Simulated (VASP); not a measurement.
Set up this calculation in VASP 6.6.1, as the native input.

```
Task                               : single point
Functional                         : HSE06
Potentials or basis                : VASP PAW PBE potentials, release 64 (Sr_sv, O)
Cutoff                             : 520 eV
k mesh                             : 4 × 4 × 4
Occupations                        : fermi-dirac, width 0.05 eV
Spin                               : no spin polarisation
Dipole correction                  : no
Grid for exact exchange (PRECFOCK) : Normal
Further INCAR settings             : ALGO = Normal; EDIFF = 1e-06; NBANDS = 15
Share of exact exchange            : 0.25
Screening parameter                : 0.2079 1/Å
```

SrO (rock salt type):

```
Sr O
1.0
     0.00000    2.52873    2.52873
     2.52873    0.00000    2.52873
     2.52873    2.52873    0.00000
Sr O
1 1
Cartesian
  0.0000 0.0000 0.0000
  2.5287 2.5287 2.5287
```

One way to write it, as run:

POSCAR

```
SrO
1.0
    0.0000000000      2.5287309482      2.5287309482
    2.5287309482      0.0000000000      2.5287309482
    2.5287309482      2.5287309482      0.0000000000
Sr O
1 1
Direct
    0.0000000000      0.0000000000      0.0000000000
    0.5000000000      0.5000000000      0.5000000000
```

INCAR.step1

```
SYSTEM = SrO
PREC = Accurate
ENCUT = 520
EDIFF = 1E-5
ISMEAR = -1
SIGMA = 0.05
LREAL = .FALSE.
LASPH = .TRUE.
NELM = 100
ALGO = Normal
ISIF = 2
LWAVE = .TRUE.
LCHARG = .FALSE.
GGA = PE
NBANDS = 15
```

INCAR.step2

```
SYSTEM = SrO
PREC = Accurate
ENCUT = 520
EDIFF = 1E-6
ISMEAR = -1
SIGMA = 0.05
LREAL = .FALSE.
LASPH = .TRUE.
NELM = 100
ALGO = Normal
ISIF = 2
LWAVE = .FALSE.
LCHARG = .FALSE.
GGA = PE
LHFCALC = .TRUE.
HFSCREEN = 0.2079
PRECFOCK = Normal
ISTART = 1
NBANDS = 15
```

KPOINTS

```
Automatic mesh
0
G
  4 4 4
  0 0 0
```

Potentials or basis: VASP PAW PBE potentials, release 64 (Sr_sv, O).

Command:

```sh
$ cat potpaw_PBE.64/Sr_sv/POTCAR potpaw_PBE.64/O/POTCAR > POTCAR
$ cp INCAR.step1 INCAR
$ mpirun -np 1 vasp_std > vasp.out
$ cp INCAR.step2 INCAR
$ mpirun -np 1 vasp_std > vasp.out
```

It gave:

The pressure is 6.6 GPa and the band gap on the k mesh is 4.72 eV (least direct gap 4.78 eV).

Caveat: the k points lie up to 0.54 Å⁻¹ apart; the PAW data sets were made with another functional, which shifts forces and pressure a little.

Run time: 2.4 min on 1 thread of Intel(R) Xeon(R) Platinum 8559C (Emerald Rapids), with other jobs on the host, peak memory 0.25 GiB.
